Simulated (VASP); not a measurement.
Input of a VASP 6.6.1 run:

The input INCAR:

```
SYSTEM = MgSn2N2
PREC     = Accurate       ! precision mode
ENCUT    = 520            ! plane-wave cutoff, eV
EDIFF    = 1E-7           ! SCF threshold, eV
ISMEAR   = 0              ! smearing method
SIGMA    = 0.1            ! smearing width, eV
LREAL    = .FALSE.        ! projectors in reciprocal space
LASPH    = .TRUE.         ! aspherical terms in the spheres
NELM     = 60             ! most SCF steps
ALGO     = Normal         ! electronic algorithm
ISIF     = 2              ! what is computed and relaxed
LWAVE    = .FALSE.        ! write WAVECAR
LCHARG   = .FALSE.        ! write CHGCAR
GGA      = PE             ! functional
NBANDS   = 28             ! bands
```

Contents of KPOINTS:

```
regular mesh
0
G
  12 12 12
  0 0 0
```

POSCAR

```
MgSn2N2
1.0
    2.7103221872      1.5648052443      4.1140914872
   -2.7103221872      1.5648052443      4.1140914872
    0.0000000000     -3.1296104887      4.1140914872
Mg Sn N
1 2 2
Direct
    0.3229275163      0.3229275163      0.3229275163
    0.0638028714      0.0638028714      0.0638028714
    0.8077396764      0.8077396764      0.8077396764
    0.5902997816      0.5902997816      0.5902997816
    0.4980931344      0.4980931344      0.4980931344
```

Potentials or basis: VASP PAW PBE potentials, release 64 (Mg, Sn_d, N).

Run with:

```sh
$ cat potpaw_PBE.64/Mg/POTCAR potpaw_PBE.64/Sn_d/POTCAR potpaw_PBE.64/N/POTCAR > POTCAR
$ mpirun -np 1 vasp_std > vasp.out
```

(1) What does it give for the band gap on the k mesh?

(2) What does it give for the largest force?

(3) What does it give for the pressure?

Results:

(1) zero (bands 20 and 21 overlap by 0.56 eV).

(2) 1.053 eV/Å.

(3) 0.4 GPa.

Caveat: the standard files for N, O and F lose accuracy on very short bonds; spin-orbit coupling is left out, which moves the levels of the heavy elements; forces of over 1 eV/Å act on the atoms, so gaps and moduli don't describe the material at rest.
